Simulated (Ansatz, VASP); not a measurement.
# InAgTe2 in VASP and in Ansatz

```
In Ag Te
1.0
    -3.28490    3.28490    6.49915
     3.28490   -3.28490    6.49915
     3.28490    3.28490   -6.49915
In Ag Te
2 2 4
Direct
  0.50000 0.50000 0.00000
  0.25000 0.75000 0.50000
  0.00000 0.00000 0.00000
  0.75000 0.25000 0.50000
  0.37500 0.36948 0.49448
  0.63052 0.12500 0.00552
  0.87500 0.88052 0.50552
  0.11948 0.62500 0.99448
```

Alike in both runs: task electric field gradients; functional PBE; k mesh 6 × 6 × 6; occupations gaussian, width 0.05 eV; no spin polarisation.

|  | VASP | Ansatz |
| --- | --- | --- |
| version | VASP 6.6.1 | Ansatz 0.2.0 |
| potentials or method | VASP PAW PBE potentials, release 64 (In_d, Ag, Te), cutoff 400 eV | scalar-relativistic, plane waves, PAW |
| valence electrons in the cell | 72 | 128 |

VASP gave:

| Property | Result |
| --- | --- |
| gap on the k mesh at the Fermi level (eV) | 0.05 |
| least direct gap on the mesh (eV) | 0.05 |
| pressure (GPa) | -0.1 |
| rms of the force components (eV/Å) | 0.003 |
| size of Vzz on the site where it differs most (V/Å²) | 249.6 |

Q: Which values does Ansatz return?

A: gap on the k mesh at the Fermi level (eV): 0.05; least direct gap on the mesh (eV): 0.05; pressure (GPa): 0.0; rms of the force components (eV/Å): 0.000; size of Vzz on the site where it differs most (V/Å²): 260.8.

Atom by atom the forces differ by 0.003 eV/Å (rms over components). VASP's potentials hold 72 valence electrons a cell and Ansatz's 128, so a difference there can come from the potentials and not from the codes.

Spin-orbit coupling is off throughout.
